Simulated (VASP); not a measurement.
# Sb (I4/mmm) in VASP: a series of runs

The runs below take Sb through relaxation of cell and atoms, with PBEsol.

Everything below comes from runs of VASP 6.6.1. Logs are shortened: lines on timing, memory, paths and dates and some standing lists are left out, and cuts for length are marked.

### Step 1. The cell of the first run

It takes space group I4/mmm (No. 139, tetragonal). Conventional cell: a = 3.153 Å, b = 3.153 Å, c = 5.424 Å, α = 90.00°, β = 90.00°, γ = 90.00°. Sb (site symmetry 4/mmm) has 12 Sb at 3.15 to 3.51 Å within 4.1 Å.

### Step 2. Relaxation of cell and atoms, PBEsol, target pressure 5 GPa, at which the enthalpy is minimised

INCAR reads:

```
PREC = Accurate
ENCUT = 600
EDIFF = 1E-6
ISMEAR = -1
SIGMA = 0.05
LREAL = F
LASPH = T
NELM = 100
ALGO = Normal
ISIF = 3
LWAVE = F
LCHARG = F
GGA = PS
IBRION = 2
NSW = 60
EDIFFG = -0.01
PSTRESS = 50.0
```

KPOINTS reads:

```
Automatic mesh
0
Gamma
  12 12 12
```

POSCAR reads:

```
Sb
1.0
   -1.5765401831      1.5765401831      2.7119384313
    1.5765401831     -1.5765401831      2.7119384313
    1.5765401831      1.5765401831     -2.7119384313
Sb
1
Direct
    0.0000000000      0.0000000000      0.0000000000
```

Potentials or basis: VASP PAW PBE potentials, release 64 (Sb).

The run is started by

```
$ cat potpaw_PBE.64/Sb/POTCAR > POTCAR
$ mpirun -np 1 vasp_std > vasp.out
```

OUTCAR:

```text
PREC = Accurate
   ENCUT = 600
   EDIFF = 1E-6
   ISMEAR = -1
   LREAL = F
   LASPH = T
   NELM = 100
   ISIF = 3
   GGA = PS
   IBRION = 2
   NSW = 60
   EDIFFG = -0.01
   PSTRESS = 50.0

 ion  position               nearest neighbor table
   1  0.000  0.000  0.000-

  LATTYP: Found a body centered tetragonal cell.
 ALAT       =     3.1530803662
 C/A-ratio  =     1.7201835135

  Lattice vectors:

 A1 = (  -1.5765401831,   1.5765401831,   2.7119384313)
 A2 = (   1.5765401831,  -1.5765401831,   2.7119384313)
 A3 = (   1.5765401831,   1.5765401831,  -2.7119384313)

Analysis of symmetry for initial positions (statically):
=====================================================================
 Subroutine PRICEL returns:
 Original cell was already a primitive cell.

 Routine SETGRP: Setting up the symmetry group for a
 body centered tetragonal supercell.

 Subroutine GETGRP returns: Found 16 space group operations
 (whereof 16 operations were pure point group operations)
 out of a pool of 16 trial point group operations.

The static configuration has the point symmetry D_4h.

Analysis of symmetry for dynamics (positions and initial velocities):
=====================================================================
 Subroutine PRICEL returns:
 Original cell was already a primitive cell.

 Routine SETGRP: Setting up the symmetry group for a
 body centered tetragonal supercell.

 Subroutine GETGRP returns: Found 16 space group operations
 (whereof 16 operations were pure point group operations)
 out of a pool of 16 trial point group operations.

The dynamic configuration has the point symmetry D_4h.

 Subroutine INISYM returns: Found 16 space group operations
 (whereof 16 operations are pure point group operations),
 and found     1 'primitive' translations

----------------------------------------------------------------------------------------

                                     Primitive cell

  volume of cell :      26.9619

  direct lattice vectors                    reciprocal lattice vectors
    -1.576540183  1.576540183  2.711938431     0.000000000  0.317150178  0.184369967
     1.576540183 -1.576540183  2.711938431     0.317150178  0.000000000  0.184369967
     1.576540183  1.576540183 -2.711938431     0.317150178  0.317150178  0.000000000

  length of vectors
     3.510778824  3.510778824  3.510778824     0.366846726  0.366846726  0.448518083

  position of ions in fractional coordinates (direct lattice)
     0.000000000  0.000000000  0.000000000

  ion indices of the primitive-cell ions
   primitive index   ion index
                 1           1

----------------------------------------------------------------------------------------

 KPOINTS: Automatic mesh

Automatic generation of k-mesh.
 Grid dimensions read from file:
 generate k-points for:   12   12   12

 Generating k-lattice:

  Cartesian coordinates                     Fractional coordinates (reciprocal lattice)
     0.000000000  0.026429182  0.015364164     0.083333333 -0.000000000  0.000000000
     0.026429182  0.000000000  0.015364164    -0.000000000  0.083333333  0.000000000
     0.026429182  0.026429182  0.000000000     0.000000000  0.000000000  0.083333333

  Length of vectors
     0.030570561  0.030570561  0.037376507

  Shift w.r.t. Gamma in fractional coordinates (k-lattice)
     0.000000000  0.000000000  0.000000000

 Subroutine IBZKPT returns following result:
 ===========================================

 Found    163 irreducible k-points:

 Following reciprocal coordinates:
            Coordinates               Weight
  0.000000  0.000000  0.000000      1.000000
  0.083333  0.000000 -0.000000      8.000000
  0.166667  0.000000 -0.000000      8.000000
  0.250000 -0.000000  0.000000      8.000000
  0.333333  0.000000 -0.000000      8.000000
  0.416667  0.000000 -0.000000      8.000000
[... 16 lines left out ...]
  0.500000  0.166667  0.000000     16.000000
 -0.416667  0.166667  0.000000     16.000000
 [... further k-points ...]
   k-points           NKPTS =    163   k-points in BZ     NKDIM =    163   number of bands    NBANDS=      6
   number of dos      NEDOS =    301   number of ions     NIONS =      1
   total plane-waves  NPLWV =  21952
   dimension x,y,z NGX =    28 NGY =   28 NGZ =   28
   dimension x,y,z NGXF=    56 NGYF=   56 NGZF=   56
   ions per type =               1
   NGX,Y,Z   is equivalent  to a cutoff of  13.26, 13.26, 13.26 a.u.
   NGXF,Y,Z  is equivalent  to a cutoff of  26.52, 26.52, 26.52 a.u.
 SYSTEM =  unknown system
   PREC   = accura    normal or accurate (medium, high low for compatibility)
   ISTART =      0    job   : 0-new  1-cont  2-samecut
   ICHARG =      2    charge: 1-file 2-atom 10-const
   ISPIN  =      1    spin polarized calculation?
   LNONCOLLINEAR =      F non collinear calculations
   LSORBIT =      F    spin-orbit coupling
   LASPH  =      T    aspherical Exc in radial PAW
   ENCUT  =  600.0 eV  44.10 Ry    6.64 a.u.   7.01  7.01  7.01*2*pi/ulx,y,z
   NELM   =    100;   NELMIN=  2; NELMDL= -5     # of ELM steps
   EDIFF  = 0.1E-05   stopping-criterion for ELM
   LREAL  =      F    real-space projection
   EDIFFG = -.1E-01   stopping-criterion for IOM
   NSW    =     60    number of steps for IOM
   IBRION =      2    ionic relax: 0-MD 1-quasi-New 2-CG
   NFREE  =      1    steps in history (QN), initial steepest desc. (CG)
   ISIF   =      3    stress and relaxation
   ISYM   =      2    0-nonsym 1-usesym 2-fastsym
   POTIM  = 0.5000    time-step for ionic-motion
   TEBEG  =    0.0;   TEEND  =   0.0 temperature during run
   PSTRESS=   50.0 pullay stress
   NELECT =       5.0000    total number of electrons
   NUPDOWN=      -1.0000    fix difference up-down
   EMIN   =  10.00;   EMAX   =-10.00  energy-range for DOS
   EFERMI =   0.00;   METHOD = LEGACY
   ISMEAR =    -1;   SIGMA  =   0.05  broadening in eV -4-tet -1-fermi 0-gaus
   EFERMI_NEDOS =   21; number of points for ismear=-14 and -15
   IALGO  =     38    algorithm
   IMIX   =      4    mixing-type and parameters
     AMIX     =   0.40;   BMIX     =  1.00
     AMIX_MAG =   1.60;   BMIX_MAG =  1.00
  volume/ion in A,a.u.               =      26.96       181.95
  Fermi-wavevector in a.u.,A,eV,Ry     =   0.933573  1.764197 11.858269  0.871558
  Thomas-Fermi vector in A             =   2.060288
   LORBIT       =      0    0 simple, 1 ext, 2 COOP (PROOUT), +10 PAW based schemes
   GGA     = PS    functional components
   LHFCALC =     F    Hartree Fock is set to
   AEXX    =    0.0000 exact exchange contribution
   IVDW    =     0    specifies the selected vdW correction
   LEPSILON=     F    determine dielectric tensor
   LRPA    =     F    only Hartree local field effects (RPA)
 conjugate gradient relaxation of ions
 non-spin polarized calculation
  energy-cutoff  :      600.00
  volume of cell :       26.96
 maximum number of plane-waves:       922
   NGX = 15   NGY = 15   NGZ = 15

--------------------------------------- Ionic step        1  -------------------------------------------

 number of electron       5.0000000 magnetization

 Free energy of the ion-electron system (eV)
  ---------------------------------------------------
  ext. energy  EPLUGINS =         0.00000000
  ---------------------------------------------------
  free energy    TOTEN  =        -4.31520554 eV

  energy without entropy =       -4.30968780  energy(sigma->0) =       -4.31244667

------------------------ aborting loop because EDIFF is reached ----------------------------------------

  FORCE on cell =-STRESS in cart. coord.  units (eV):
  Direction    XX          YY          ZZ          XY          YZ          ZX
  --------------------------------------------------------------------------------------
  -------------------------------------------------------------------------------------
  Total       -0.1772251     -0.1772251     -0.2843548      0.0000000      0.0000000      0.0000000
  in kB      -10.5313957    -10.5313957    -16.8974520      0.0000000      0.0000000      0.0000000
  external PRESSURE =     -62.6534145 kB  Pullay stress =      50.0000000 kB
[... 24 lines left out ...]
--------------------------------------- Ionic step        2  -------------------------------------------

 number of electron       5.0000000 magnetization

 E-fermi :  10.5634     XC(G=0): -11.0086

 val. band max:       10.5444655596   @ k =  -0.1667  -0.2500   0.0833
 cond. band min:      10.5660108527   @ k =   0.4167   0.4167   0.0833
 fundamental gap:      0.0215452931
 Fermi energy:        10.5633937536

 k-point     1 :       0.0000    0.0000    0.0000
  band No.  band energies     occupation
      1      -3.7417      2.00000
      2      16.4816      0.00000
      3      17.1604      0.00000
      4      17.1604      0.00000
      5      20.5661      0.00000
      6      21.1815      0.00000
[... 199 lines left out ...]
 k-point    24 :      -0.4167    0.1667    0.0000
  band No.  band energies     occupation
      1       0.0391      2.00000
      2       6.5201      2.00000
      3      12.1027      0.00000
      4      14.0607      0.00000
      5      17.3512      0.00000
      6      19.4980      0.00000

 [... further k-points ...]
[... 5 lines left out ...]
  --------------------------------------------------------------------------------------
  -------------------------------------------------------------------------------------
  Total        2.0385569      2.0385569      1.4254277      0.0000000      0.0000000      0.0000000
  in kB      141.6782677    141.6782677     99.0662170      0.0000000      0.0000000      0.0000000
  external PRESSURE =      77.4742508 kB  Pullay stress =      50.0000000 kB
[... 246 lines left out ...]
--------------------------------------- Ionic step        9  -------------------------------------------

 number of electron       5.0000000 magnetization

 Free energy of the ion-electron system (eV)
  ---------------------------------------------------
  ext. energy  EPLUGINS =         0.00000000
  ---------------------------------------------------
  free energy    TOTEN  =        -4.29766648 eV

  energy without entropy =       -4.29329066  energy(sigma->0) =       -4.29547857

 E-fermi :   9.5328     XC(G=0): -10.7044

 val. band max:        9.4737964893   @ k =   0.4167   0.4167   0.0833
 cond. band min:       9.5360017095   @ k =  -0.3333   0.5000   0.0833
 fundamental gap:      0.0622052203
 Fermi energy:         9.5328448182

 k-point     1 :       0.0000    0.0000    0.0000
  band No.  band energies     occupation
      1      -4.1124      2.00000
      2      15.2838      0.00000
      3      15.5549      0.00000
      4      15.5549      0.00000
      5      19.3825      0.00000
      6      20.0086      0.00000
[... 199 lines left out ...]
 k-point    24 :      -0.4167    0.1667    0.0000
  band No.  band energies     occupation
      1      -0.6801      2.00000
      2       5.7729      2.00000
      3      11.2315      0.00000
      4      12.3658      0.00000
      5      16.1551      0.00000
      6      18.9672      0.00000

 [... further k-points ...]
[... 5 lines left out ...]
  --------------------------------------------------------------------------------------
  -------------------------------------------------------------------------------------
  Total        0.7727801      0.7727801      0.7626206      0.0000000      0.0000000      0.0000000
  in kB       50.1167400     50.1167400     49.4578692      0.0000000      0.0000000      0.0000000
  external PRESSURE =      -0.1028836 kB  Pullay stress =      50.0000000 kB
[... 20 lines left out ...]
  energy  without entropy=       -4.2932906592  energy(sigma->0) =       -4.29547857

  enthalpy is  TOTEN    =        -3.5266864183 eV   P V=        0.7709800599

 reached required accuracy - stopping structural energy minimisation
```

Wall time 98 s (1 thread of Intel Xeon Platinum 8375C at 2.90GHz (Ice Lake), shared host); peak memory 0.19 GiB.

Results:

```yaml
Free_energy: -4.2977 eV
Relaxed_volume: 24.70 Å³/atom
Relaxed_cell: a = 3.363 Å, b = 3.363 Å, c = 3.363 Å, α = 124.73°, β = 124.73°, γ = 81.99°
Space_group_after_relaxing_to_0.05_Å: I4/mmm (No. 139)
Energy_change_on_relaxing_the_enthalpy_is_what_falls: +17.5 meV/atom
Ionic_steps: 9
Pressure_after_relaxing: 5.0 GPa
```

Step by step:
| step | energy change (eV) | largest force (eV/Å) | pressure (GPa) | volume (Å³) |
| --- | --- | --- | --- | --- |
| 1 | 0.0000 | 0.0000 | -1.27 | 26.96 |
| 2 | 0.1158 | 0.0000 | 12.75 | 23.05 |
| 3 | 0.0211 | 0.0000 | 4.98 | 24.83 |
| 4 | 0.0224 | 0.0000 | 5.12 | 24.79 |
| 5 | 0.0209 | 0.0000 | 5.14 | 24.73 |
| 6 | 0.0234 | 0.0000 | 5.60 | 24.53 |
| 7 | 0.0217 | 0.0000 | 5.47 | 24.58 |
| 8 | 0.0114 | 0.0000 | 4.23 | 24.92 |
| 9 | 0.0175 | 0.0000 | 4.99 | 24.70 |

Final structure:
```
Sb
1.0
    -1.55989    1.55989    2.53826
     1.55989   -1.55989    2.53826
     1.55989    1.55989   -2.53826
Sb
1
Direct
  0.00000 0.00000 0.00000
```

Caveat: the cell is relaxed towards a set pressure, so the enthalpy falls and the energy may rise; the PAW data sets were made with another functional, which shifts forces and pressure a little; spin-orbit coupling is left out, which moves the levels of the heavy elements.

[end of part 1 of 2]
